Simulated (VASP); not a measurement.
# Si2Ge (P-3m1) in VASP: relaxation of cell and atoms with PBE

Aim: the relaxation of cell and atoms of Si2Ge with PBE.

Everything below comes from runs of VASP 6.6.1. Logs are shortened: lines on timing, memory, paths and dates and some standing lists are left out, and cuts for length are marked.

## (1) The cell of the first run

Symmetry: P-3m1, No. 164, trigonal system. Conventional cell: a = 3.928 Å, b = 3.928 Å, c = 9.619 Å, α = 90.00°, β = 90.00°, γ = 120.00°. Si (site symmetry 3m) has 1 Si at 2.36 Å and 3 Ge at 2.41 Å within 3.1 Å. Si (site symmetry 3m) has 3 Si at 2.39 Å and 1 Ge at 2.43 Å within 3.2 Å. Within 3.2 Å of Ge (site symmetry 3m) lie 4 Si at 2.41 to 2.43 Å.

## (2) Relaxation of cell and atoms, PBE

INCAR

```
SYSTEM = Si2Ge
ALGO     = Normal         ! electronic algorithm
EDIFF    = 1E-7           ! SCF threshold, eV
EDIFFG   = -0.01          ! ionic threshold
ENCUT    = 500            ! plane-wave cutoff, eV
GGA      = PE             ! functional
GGA_COMPAT= .FALSE.      
IBRION   = 2              ! ionic algorithm
ISIF     = 3              ! what is computed and relaxed
ISMEAR   = 0              ! smearing method
LASPH    = .TRUE.         ! aspherical terms in the spheres
LCHARG   = .FALSE.        ! write CHGCAR
LREAL    = .FALSE.        ! projectors in reciprocal space
LWAVE    = .FALSE.        ! write WAVECAR
NELM     = 120            ! most SCF steps
NELMIN   = 4            
NSW      = 100            ! ionic steps
PREC     = Accurate       ! precision mode
SIGMA    = 0.02           ! smearing width, eV
```

KPOINTS

```
k-points
0
G
  12 12 4
  0 0 0
```

POSCAR

```
Si2Ge
1.0
    3.9278646565      0.0000000000      0.0000000000
   -1.9639323282      3.4016305751      0.0000000000
    0.0000000000      0.0000000000      9.6193461379
Si Ge
4 2
Direct
    0.0000000000      0.0000000000      0.3774609496
    0.3333333333      0.6666666667      0.0394605081
    0.0000000000      0.0000000000      0.6225390504
    0.6666666667      0.3333333333      0.9605394919
    0.6666666667      0.3333333333      0.7080470854
    0.3333333333      0.6666666667      0.2919529146
```

Potentials or basis: VASP PAW PBE potentials, release 64 (Si, Ge_d).

Launch:

```bash
cat potpaw_PBE.64/Si/POTCAR potpaw_PBE.64/Ge_d/POTCAR > POTCAR
mpirun -np 1 vasp_std > vasp.out
```

OUTCAR:

```text
SYSTEM = Si2Ge
   EDIFF = 1E-7
   EDIFFG = -0.01
   ENCUT = 500
   GGA = PE
   IBRION = 2
   ISIF = 3
   ISMEAR = 0
   LASPH = .TRUE.
   LREAL = .FALSE.
   NELM = 120
   NELMIN = 4
   NSW = 100
   PREC = Accurate

 ion  position               nearest neighbor table
   1  0.000  0.000  0.377-   3 2.36   6 2.41   6 2.41   6 2.41
   2  0.333  0.667  0.039-   4 2.39   4 2.39   4 2.39   6 2.43
   3  0.000  0.000  0.623-   1 2.36   5 2.41   5 2.41   5 2.41
   4  0.667  0.333  0.961-   2 2.39   2 2.39   2 2.39   5 2.43
   5  0.667  0.333  0.708-   3 2.41   3 2.41   3 2.41   4 2.43
   6  0.333  0.667  0.292-   1 2.41   1 2.41   1 2.41   2 2.43

  LATTYP: Found a hexagonal cell.
 ALAT       =     3.9278646565
 C/A-ratio  =     2.4490014242

  Lattice vectors:

 A1 = (   3.9278646565,   0.0000000000,   0.0000000000)
 A2 = (  -1.9639323282,   3.4016305751,   0.0000000000)
 A3 = (   0.0000000000,   0.0000000000,   9.6193461379)

Analysis of symmetry for initial positions (statically):
=====================================================================
 Subroutine PRICEL returns:
 Original cell was already a primitive cell.

 Routine SETGRP: Setting up the symmetry group for a
 hexagonal supercell.

 Subroutine GETGRP returns: Found 12 space group operations
 (whereof 12 operations were pure point group operations)
 out of a pool of 24 trial point group operations.

The static configuration has the point symmetry D_3d.

Analysis of symmetry for dynamics (positions and initial velocities):
=====================================================================
 Subroutine PRICEL returns:
 Original cell was already a primitive cell.

 Routine SETGRP: Setting up the symmetry group for a
 hexagonal supercell.

 Subroutine GETGRP returns: Found 12 space group operations
 (whereof 12 operations were pure point group operations)
 out of a pool of 24 trial point group operations.

The dynamic configuration has the point symmetry D_3d.

 Subroutine INISYM returns: Found 12 space group operations
 (whereof 12 operations are pure point group operations),
 and found     1 'primitive' translations

----------------------------------------------------------------------------------------

                                     Primitive cell

  volume of cell :     128.5255

  direct lattice vectors                    reciprocal lattice vectors
     3.927864657  0.000000000  0.000000000     0.254591257  0.146988331  0.000000000
    -1.963932328  3.401630575  0.000000000     0.000000000  0.293976661  0.000000000
     0.000000000  0.000000000  9.619346138     0.000000000  0.000000000  0.103957170

  length of vectors
     3.927864657  3.927864656  9.619346138     0.293976661  0.293976661  0.103957170

  position of ions in fractional coordinates (direct lattice)
     0.000000000  0.000000000  0.377460950
     0.333333333  0.666666667  0.039460508
     0.000000000  0.000000000  0.622539050
     0.666666667  0.333333333  0.960539492
     0.666666667  0.333333333  0.708047085
     0.333333333  0.666666667  0.291952915

  ion indices of the primitive-cell ions
   primitive index   ion index
                 1           1
                 2           2
                 3           3
                 4           4
                 5           5
                 6           6

----------------------------------------------------------------------------------------

 KPOINTS: k-points

[... 75 lines left out ...]
   POTIM  = 0.5000    time-step for ionic-motion
   TEBEG  =    0.0;   TEEND  =   0.0 temperature during run
   PSTRESS=    0.0 pullay stress
   NELECT =      44.0000    total number of electrons
   NUPDOWN=      -1.0000    fix difference up-down
   EMIN   =  10.00;   EMAX   =-10.00  energy-range for DOS
   EFERMI =   0.00;   METHOD = LEGACY
   ISMEAR =     0;   SIGMA  =   0.02  broadening in eV -4-tet -1-fermi 0-gaus
   EFERMI_NEDOS =   21; number of points for ismear=-14 and -15
   IALGO  =     38    algorithm
   IMIX   =      4    mixing-type and parameters
     AMIX     =   0.40;   BMIX     =  1.00
     AMIX_MAG =   1.60;   BMIX_MAG =  1.00
  volume/ion in A,a.u.               =      21.42       144.56
  Fermi-wavevector in a.u.,A,eV,Ry     =   1.145239  2.164187 17.845014  1.311571
  Thomas-Fermi vector in A             =   2.281928
   LORBIT       =      0    0 simple, 1 ext, 2 COOP (PROOUT), +10 PAW based schemes
   GGA     = PE    functional components
   LHFCALC =     F    Hartree Fock is set to
   AEXX    =    0.0000 exact exchange contribution
   IVDW    =     0    specifies the selected vdW correction
   LEPSILON=     F    determine dielectric tensor
   LRPA    =     F    only Hartree local field effects (RPA)
 conjugate gradient relaxation of ions
 non-spin polarized calculation
 Gauss-broadening in eV      SIGMA  =   0.02
  energy-cutoff  :      500.00
  volume of cell :      128.53
 maximum number of plane-waves:      3303
 NGX is ok and might be reduce to    30
   NGX = 15   NGY = 15   NGZ = 35

--------------------------------------- Ionic step        1  -------------------------------------------

 number of electron      44.0000003 magnetization

 Free energy of the ion-electron system (eV)
  ---------------------------------------------------
  ext. energy  EPLUGINS =         0.00000000
  ---------------------------------------------------
  free energy    TOTEN  =       -30.62508136 eV

  energy without entropy =      -30.62508136  energy(sigma->0) =      -30.62508136

------------------------ aborting loop because EDIFF is reached ----------------------------------------

  FORCE on cell =-STRESS in cart. coord.  units (eV):
  Direction    XX          YY          ZZ          XY          YZ          ZX
  --------------------------------------------------------------------------------------
  -------------------------------------------------------------------------------------
  Total       -0.0890762     -0.0890762     -0.0727900     -0.0000000     -0.0000000     -0.0000000
  in kB       -1.1104093     -1.1104093     -0.9073881     -0.0000000     -0.0000000     -0.0000000
  external PRESSURE =      -1.0427356 kB  Pullay stress =       0.0000000 kB

 VOLUME and BASIS-vectors are now :
 -----------------------------------------------------------------------------
  energy-cutoff  :      500.00
  volume of cell :      128.53
      direct lattice vectors                 reciprocal lattice vectors
     3.927864657  0.000000000  0.000000000     0.254591257  0.146988331  0.000000000
    -1.963932328  3.401630575  0.000000000     0.000000000  0.293976661  0.000000000
     0.000000000  0.000000000  9.619346138     0.000000000  0.000000000  0.103957170

 POSITION                                       TOTAL-FORCE (eV/Angst)
 -----------------------------------------------------------------------------------
      0.00000      0.00000      3.63093        -0.000000     -0.000000     -0.005419
     -0.00000      2.26775      0.37958        -0.000000      0.000000     -0.000353
      0.00000      0.00000      5.98842         0.000000      0.000000      0.005419
      1.96393      1.13388      9.23976         0.000000     -0.000000      0.000353
      1.96393      1.13388      6.81095        -0.000000     -0.000000     -0.002923
     -0.00000      2.26775      2.80840         0.000000      0.000000      0.002923
 -----------------------------------------------------------------------------------
    total drift:                                0.000000     -0.000000      0.000000

  FREE ENERGIE OF THE ION-ELECTRON SYSTEM (eV)
  ---------------------------------------------------
  free  energy   TOTEN  =       -30.6250813560 eV

  energy  without entropy=      -30.6250813560  energy(sigma->0) =      -30.62508136

--------------------------------------- Ionic step        2  -------------------------------------------

 number of electron      44.0000000 magnetization

 Free energy of the ion-electron system (eV)
  ---------------------------------------------------
  ext. energy  EPLUGINS =         0.00000000
  ---------------------------------------------------
  free energy    TOTEN  =       -30.62511977 eV

  energy without entropy =      -30.62511977  energy(sigma->0) =      -30.62511977

 E-fermi :   5.4009     XC(G=0):  -9.5039

 val. band max:        5.3208715639   @ k =   0.0000   0.0000   0.0000
 cond. band min:       5.9127385045   @ k =   0.4167  -0.0000   0.2500
 fundamental gap:      0.5918669407
 Fermi energy:         5.4008782801

 k-point     1 :       0.0000    0.0000    0.0000
  band No.  band energies     occupation
      1     -18.9379      2.00000
      2     -18.9375      2.00000
      3     -18.9348      2.00000
      4     -18.9348      2.00000
      5     -18.9345      2.00000
      6     -18.9345      2.00000
[... 685 lines left out ...]
     25       7.9083      0.00000
     26       8.7520      0.00000

 [... further k-points ...]

------------------------ aborting loop because EDIFF is reached ----------------------------------------

  FORCE on cell =-STRESS in cart. coord.  units (eV):
  Direction    XX          YY          ZZ          XY          YZ          ZX
  --------------------------------------------------------------------------------------
  -------------------------------------------------------------------------------------
  Total        0.0563321      0.0563321      0.0401167      0.0000000      0.0000000      0.0000000
  in kB        0.7036459      0.7036459      0.5010982      0.0000000      0.0000000      0.0000000
  external PRESSURE =       0.6361300 kB  Pullay stress =       0.0000000 kB

 VOLUME and BASIS-vectors are now :
 -----------------------------------------------------------------------------
  energy-cutoff  :      500.00
  volume of cell :      128.27
      direct lattice vectors                 reciprocal lattice vectors
     3.925051472 -0.000000000 -0.000000000     0.254773729  0.147093681  0.000000000
    -1.962525736  3.399194286  0.000000000     0.000000000  0.294187362  0.000000000
    -0.000000000 -0.000000000  9.613716283     0.000000000  0.000000000  0.104018048

 POSITION                                       TOTAL-FORCE (eV/Angst)
 -----------------------------------------------------------------------------------
      1.96253      3.39919      3.62854        -0.000000     -0.000000      0.001386
     -0.00000      2.26613      0.37935        -0.000000     -0.000000      0.001800
     -0.00000     -0.00000      5.98518         0.000000      0.000000     -0.001386
      1.96253      1.13306      9.23437         0.000000      0.000000     -0.001800
      1.96253      1.13306      6.80682        -0.000000     -0.000000      0.002595
     -0.00000      2.26613      2.80689         0.000000      0.000000     -0.002595
 -----------------------------------------------------------------------------------
    total drift:                               -0.000000      0.000000      0.000000

  FREE ENERGIE OF THE ION-ELECTRON SYSTEM (eV)
  ---------------------------------------------------
  free  energy   TOTEN  =       -30.6251197675 eV

  energy  without entropy=      -30.6251197675  energy(sigma->0) =      -30.62511977

 reached required accuracy - stopping structural energy minimisation
```

It took 5.9 min on 1 thread of Oxide Virtual Turin-like, shared host; peak memory 0.32 GiB.

Results:

| Property | Result |
| --- | --- |
| Free energy | -30.6251 eV |
| Relaxed volume | 21.38 Å³/atom |
| Relaxed cell | a = 3.925 Å, b = 3.925 Å, c = 9.614 Å, α = 90.00°, β = 90.00°, γ = 120.00° |
| Space group after relaxing (to 0.1 Å) | P-3m1 (No. 164) |
| Energy gained by relaxing | 0.0 meV/atom |
| Ionic steps | 2 |
| Pressure after relaxing | 0.1 GPa |
| Band gap on the k mesh | 0.59 eV (least direct gap 1.10 eV) |

Forces on the atoms (eV/Å):
```
Si   0.000  0.000  0.001
Si   0.000  0.000  0.002
Si   0.000  0.000 -0.001
Si   0.000  0.000 -0.002
Ge   0.000  0.000  0.003
Ge   0.000  0.000 -0.003
```

Final structure:
```
Si Ge
1.0
     3.92505    0.00000    0.00000
    -1.96253    3.39919    0.00000
     0.00000    0.00000    9.61372
Si Ge
4 2
Cartesian
  1.9625 3.3992 3.6285
  0.0000 2.2661 0.3793
  0.0000 0.0000 5.9852
  1.9625 1.1331 9.2344
  1.9625 1.1331 6.8068
  0.0000 2.2661 2.8069
```

Levels at points of the mesh, in eV from the valence-band top:
```tsv
k point	band 19	band 20	band 21	band 22	band 23	band 24	band 25	band 26
(0.00, 0.00, 0.00)	-0.96	-0.04	0.00	0.00	1.10	1.28	2.00	2.47
(0.50, 0.00, 0.00)	-2.87	-2.82	-1.91	-1.74	0.73	0.74	1.83	2.06
(0.00, 0.00, 0.50)	-0.58	-0.58	-0.37	-0.37	1.01	1.82	1.83	2.98
(0.50, 0.00, 0.50)	-2.67	-2.54	-1.28	-1.26	0.89	0.99	1.24	2.66
```
